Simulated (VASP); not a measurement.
# LiH (I4/mmm) in VASP: further runs

The runs below take LiH through single point, with PBEsol.

Everything below comes from runs of VASP 6.6.1. Logs are shortened: lines on timing, memory, paths and dates and some standing lists are left out, and cuts for length are marked.

**1. The cell of the first run**

The structure is tetragonal, space group I4/mmm (No. 139). Conventional cell: a = 2.874 Å, b = 2.874 Å, c = 4.390 Å, α = 90.00°, β = 90.00°, γ = 90.00°. Li (site symmetry 4/mmm) has 6 H at 2.03 to 2.20 Å within 2.7 Å. Within 2.7 Å of H (site symmetry 4/mmm) lie 6 Li at 2.03 to 2.20 Å.

**2. Single point, PBEsol (strain +0.000 along x and y, +0.080 along z)**

INCAR

```
SYSTEM = LiH
ALGO = Normal
EDIFF = 1E-6
ENCUT = 520
GGA = PS
ISIF = 2
ISMEAR = 0
LASPH = .TRUE.
LCHARG = .FALSE.
LREAL = .FALSE.
LWAVE = .FALSE.
NBANDS = 9
NELM = 80
PREC = Accurate
SIGMA = 0.05
```

KPOINTS

```
k-points
0
G
  10 10 10
  0 0 0
```

POSCAR

```
LiH
1.0
    0.0000000000      2.0325000000      2.1951000000
    2.0325000000      0.0000000000      2.1951000000
    2.0325000000      2.0325000000      0.0000000000
Li H
1 1
Direct
    0.0000000000      0.0000000000      0.0000000000
    0.5000000000      0.5000000000      0.5000000000
```

Potentials or basis: VASP PAW PBE potentials, release 64 (Li_sv, H).

Launch:

```bash
cat potpaw_PBE.64/Li_sv/POTCAR potpaw_PBE.64/H/POTCAR > POTCAR
mpirun -np 1 vasp_std > vasp.out
```

OUTCAR:

```text
SYSTEM = LiH
   EDIFF = 1E-6
   ENCUT = 520
   GGA = PS
   ISIF = 2
   ISMEAR = 0
   LASPH = .TRUE.
   LREAL = .FALSE.
   NELM = 80
   PREC = Accurate

 ion  position               nearest neighbor table
   1  0.000  0.000  0.000-
   2  0.500  0.500  0.500-

  LATTYP: Found a body centered tetragonal cell.
 ALAT       =     2.8743890655
 C/A-ratio  =     1.5273506474

  Lattice vectors:

 A1 = (  -2.0325000000,   0.0000000000,   2.1951000000)
 A2 = (   2.0325000000,   0.0000000000,   2.1951000000)
 A3 = (   0.0000000000,   2.0325000000,  -2.1951000000)

Analysis of symmetry for initial positions (statically):
=====================================================================
 Subroutine PRICEL returns:
 Original cell was already a primitive cell.

 Routine SETGRP: Setting up the symmetry group for a
 body centered tetragonal supercell.

 Subroutine GETGRP returns: Found 16 space group operations
 (whereof 16 operations were pure point group operations)
 out of a pool of 16 trial point group operations.

The static configuration has the point symmetry D_4h.

Analysis of symmetry for dynamics (positions and initial velocities):
=====================================================================
 Subroutine PRICEL returns:
 Original cell was already a primitive cell.

 Routine SETGRP: Setting up the symmetry group for a
 body centered tetragonal supercell.

 Subroutine GETGRP returns: Found 16 space group operations
 (whereof 16 operations were pure point group operations)
 out of a pool of 16 trial point group operations.

The dynamic configuration has the point symmetry D_4h.

 Subroutine INISYM returns: Found 16 space group operations
 (whereof 16 operations are pure point group operations),
 and found     1 'primitive' translations

----------------------------------------------------------------------------------------

                                     Primitive cell

  volume of cell :      18.1362

  direct lattice vectors                    reciprocal lattice vectors
     0.000000000  2.032500000  2.195100000    -0.246002460  0.246002460  0.227780056
     2.032500000  0.000000000  2.195100000     0.246002460 -0.246002460  0.227780056
     2.032500000  2.032500000  0.000000000     0.246002460  0.246002460 -0.227780056

  length of vectors
     2.991574880  2.991574880  2.874389066     0.415834311  0.415834311  0.415834311

  position of ions in fractional coordinates (direct lattice)
[... 79 lines left out ...]
   EDIFF  = 0.1E-05   stopping-criterion for ELM
   LREAL  =      F    real-space projection
   EDIFFG = 0.1E-04   stopping-criterion for IOM
   NSW    =      0    number of steps for IOM
   IBRION =     -1    ionic relax: 0-MD 1-quasi-New 2-CG
   NFREE  =      0    steps in history (QN), initial steepest desc. (CG)
   ISIF   =      2    stress and relaxation
   ISYM   =      2    0-nonsym 1-usesym 2-fastsym
   POTIM  = 0.5000    time-step for ionic-motion
   TEBEG  =    0.0;   TEEND  =   0.0 temperature during run
   PSTRESS=    0.0 pullay stress
   NELECT =       4.0000    total number of electrons
   NUPDOWN=      -1.0000    fix difference up-down
   EMIN   =  10.00;   EMAX   =-10.00  energy-range for DOS
   EFERMI =   0.00;   METHOD = LEGACY
   ISMEAR =     0;   SIGMA  =   0.05  broadening in eV -4-tet -1-fermi 0-gaus
   EFERMI_NEDOS =   21; number of points for ismear=-14 and -15
   IALGO  =     38    algorithm
   IMIX   =      4    mixing-type and parameters
     AMIX     =   0.40;   BMIX     =  1.00
     AMIX_MAG =   1.60;   BMIX_MAG =  1.00
  volume/ion in A,a.u.               =       9.07        61.19
  Fermi-wavevector in a.u.,A,eV,Ry     =   0.989114  1.869154 13.311213  0.978347
  Thomas-Fermi vector in A             =   2.120689
   LORBIT       =      0    0 simple, 1 ext, 2 COOP (PROOUT), +10 PAW based schemes
   GGA     = PS    functional components
   LHFCALC =     F    Hartree Fock is set to
   AEXX    =    0.0000 exact exchange contribution
   IVDW    =     0    specifies the selected vdW correction
   LEPSILON=     F    determine dielectric tensor
   LRPA    =     F    only Hartree local field effects (RPA)
 non-spin polarized calculation
 Gauss-broadening in eV      SIGMA  =   0.05
  energy-cutoff  :      520.00
  volume of cell :       18.14
 maximum number of plane-waves:       505
 NGX is ok and might be reduce to    24
   NGX = 11   NGY = 11   NGZ = 11

 number of electron       4.0000003 magnetization

 Free energy of the ion-electron system (eV)
  ---------------------------------------------------
  ext. energy  EPLUGINS =         0.00000000
  ---------------------------------------------------
  free energy    TOTEN  =        -6.07791231 eV

  energy without entropy =       -6.07791231  energy(sigma->0) =       -6.07791231

 E-fermi :   0.1739     XC(G=0):  -8.2285

 val. band max:       -0.1793328252   @ k =   0.5000   0.0000   0.5000
 cond. band min:       1.8755265422   @ k =   0.5000   0.5000   0.0000
 fundamental gap:      2.0548593674
 Fermi energy:         0.1739202677

 k-point     1 :       0.0000    0.0000    0.0000
  band No.  band energies     occupation
      1     -44.1906      2.00000
      2      -5.4630      2.00000
      3      14.1246      0.00000
      4      16.0622      0.00000
      5      16.0622      0.00000
      6      16.6164      0.00000
      7      20.3823      0.00000
      8      20.8054      0.00000
      9      20.8054      0.00000
[... 265 lines left out ...]
 k-point    24 :       0.4000    0.3000    0.0000
  band No.  band energies     occupation
      1     -44.1617      2.00000
      2      -2.7055      2.00000
      3       5.1003      0.00000
      4       9.8337      0.00000
      5      11.3127      0.00000
      6      15.1411      0.00000
      7      16.3465      0.00000
      8      26.5969      0.00000
      9      28.4090      0.00000

 [... further k-points ...]
[... 5 lines left out ...]
  --------------------------------------------------------------------------------------
  -------------------------------------------------------------------------------------
  Total       -0.3220391     -0.3220391     -0.7081243      0.0000000      0.0000000      0.0000000
  in kB      -28.4494423    -28.4494423    -62.5568246      0.0000000      0.0000000      0.0000000
  external PRESSURE =     -39.8185697 kB  Pullay stress =       0.0000000 kB

 VOLUME and BASIS-vectors are now :
 -----------------------------------------------------------------------------
  energy-cutoff  :      520.00
  volume of cell :       18.14
      direct lattice vectors                 reciprocal lattice vectors
     0.000000000  2.032500000  2.195100000    -0.246002460  0.246002460  0.227780056
     2.032500000  0.000000000  2.195100000     0.246002460 -0.246002460  0.227780056
     2.032500000  2.032500000  0.000000000     0.246002460  0.246002460 -0.227780056

 POSITION                                       TOTAL-FORCE (eV/Angst)
 -----------------------------------------------------------------------------------
      0.00000      0.00000      0.00000         0.000000     -0.000000     -0.000000
      2.03250      2.03250      2.19510        -0.000000      0.000000      0.000000
 -----------------------------------------------------------------------------------
    total drift:                                0.000000     -0.000000     -0.000000

  FREE ENERGIE OF THE ION-ELECTRON SYSTEM (eV)
  ---------------------------------------------------
  free  energy   TOTEN  =        -6.0779123091 eV

  energy  without entropy=       -6.0779123091  energy(sigma->0) =       -6.07791231
```

stdout:

```text
POSCAR found type information on POSCAR LiH
 POSCAR found :  2 types and       2 ions
 scaLAPACK will be used
 -----------------------------------------------------------------------------
|                                                                             |
|                                                                             |
|     You enforced a specific xc type in the INCAR file but a different       |
|     I HOPE YOU KNOW WHAT YOU ARE DOING!                                     |
|                                                                             |
 -----------------------------------------------------------------------------

 LDA part: xc-table for (Slater+PW92), standard interpolation
 POSCAR, INCAR and KPOINTS ok, starting setup
 FFT: planning ... GRIDC
 FFT: planning ... GRID_SOFT
 FFT: planning ... GRID
 WAVECAR not read
 entering main loop
```

Wall time 9 s (1 thread of Intel Xeon Platinum 8488C (Sapphire Rapids), shared host); peak memory 0.13 GiB.

Results:

* Free energy: -6.0779 eV
* Band gap on the k mesh: 2.05 eV, indirect (least direct gap 2.64 eV)

Levels at points of the mesh, in eV from the valence-band top:
```csv
k point,band 1,band 2,band 3,band 4,band 5
"(0.00, 0.00, 0.00)",-44.01,-5.28,14.30,16.24,16.24
"(0.50, 0.00, 0.00)",-43.98,-2.57,4.27,12.05,14.87
"(0.50, 0.50, 0.00)",-43.98,-0.59,2.05,10.66,10.66
"(0.50, 0.00, 0.50)",-43.97,0.00,2.97,9.24,9.87
```

Caveat: the cell differs from its parent crystal (strain +0.000 along x and y, +0.080 along z); the cutoff is under 1.25 times the usual one of these potentials, so pressure, stress and relaxed cells hold a basis-set (Pulay) error; the PAW data sets were made with another functional, which shifts forces and pressure a little. A k mesh can miss the band edges.

**3. Single point, PBEsol (strain +0.000 along x and y, +0.040 along z)**

INCAR

```
SYSTEM = LiH
PREC = Accurate
ENCUT = 520
EDIFF = 1E-7
ISMEAR = 0
SIGMA = 0.05
LREAL = .FALSE.
LASPH = .TRUE.
NELM = 100
ALGO = Normal
ISIF = 2
LWAVE = .FALSE.
LCHARG = .FALSE.
GGA = PS
NBANDS = 9
```

KPOINTS

```
regular mesh
0
G
  10 10 10
  0 0 0
```

POSCAR

```
LiH
1.0
    0.0000000000      2.0325000000      2.1138000000
    2.0325000000      0.0000000000      2.1138000000
    2.0325000000      2.0325000000      0.0000000000
Li H
1 1
Direct
    0.0000000000      0.0000000000      0.0000000000
    0.5000000000      0.5000000000      0.5000000000
```

Potentials or basis: VASP PAW PBE potentials, release 64 (Li_sv, H).

Launch:

```bash
cat potpaw_PBE.64/Li_sv/POTCAR potpaw_PBE.64/H/POTCAR > POTCAR
mpirun -np 1 vasp_std > vasp.out
```

It took 8.6 s on 1 thread of Intel Xeon Platinum 8488C (Sapphire Rapids), shared host; peak memory 0.14 GiB.

It converged, with:

| Quantity | Value |
| --- | --- |
| Free energy | -6.1001 eV |
| Band gap on the k mesh | 2.39 eV, indirect (least direct gap 2.69 eV) |

Levels at points of the mesh, in eV from the valence-band top:
```csv
k point,band 1,band 2,band 3,band 4,band 5,band 6,band 7
"(0.00, 0.00, 0.00)",-43.88,-5.33,14.94,16.75,16.75,17.06,21.17
"(0.50, 0.00, 0.00)",-43.84,-2.58,4.42,12.69,15.27,15.86,17.58
"(0.50, 0.50, 0.00)",-43.83,-0.30,2.39,10.55,10.55,13.50,16.18
"(0.50, 0.00, 0.50)",-43.83,0.00,2.88,9.80,10.12,12.93,15.88
```

Caveat: the cell differs from its parent crystal (strain +0.000 along x and y, +0.040 along z); the cutoff is under 1.25 times the usual one of these potentials, so pressure, stress and relaxed cells hold a basis-set (Pulay) error; the PAW data sets were made with another functional, which shifts forces and pressure a little. A k mesh can miss the band edges.
